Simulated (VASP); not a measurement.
A run of VASP 6.6.1 is set up as follows.

Contents of INCAR:

```
SYSTEM = Si
ALGO = Normal ; EDIFF = 1E-7
ENCUT = 520 ; ISIF = 2
ISMEAR = 0 ; LASPH = .True.
LCHARG = .True. ; LELF = .True.
LREAL = .False. ; LVHAR = .True.
LWAVE = .False. ; NBANDS = 16
NELM = 60 ; PREC = Accurate
SIGMA = 0.03
```

The input KPOINTS:

```
k-points
0
Gamma
  12 12 6
  0 0 0
```

POSCAR

```
Si
1.0
    3.7054125847      0.0000000000      0.0000000000
   -1.8527062924      3.2089814298      0.0000000000
    0.0000000000      0.0000000000      6.6197195825
Si
4
Direct
    0.3333333333      0.6666666667      0.0821179099
    0.6666666667      0.3333333333      0.5821179099
    0.3333333333      0.6666666667      0.4178820901
    0.6666666667      0.3333333333      0.9178820901
```

Potentials or basis: VASP PAW LDA potentials, release 64 (Si).

Command:

```sh
$ cat potpaw_LDA.64/Si/POTCAR > POTCAR
$ mpirun -np 1 vasp_std > vasp.out
```

Question: Predict the largest force.

Answer: 2.778 eV/Å.

Question: Estimate the pressure.

Answer: -0.9 GPa.

Question: Predict the band gap on the k mesh.

Answer: Zero (band 8 reaches 7.06 eV, above the bottom of band 9 at 6.03 eV).

Stress tensor (GPa, compression positive):
```
-0.69  0.00  0.00
 0.00 -0.69  0.00
 0.00  0.00 -1.42
```

Caveat: forces of over 1 eV/Å act on the atoms, so gaps and moduli don't describe the material at rest.
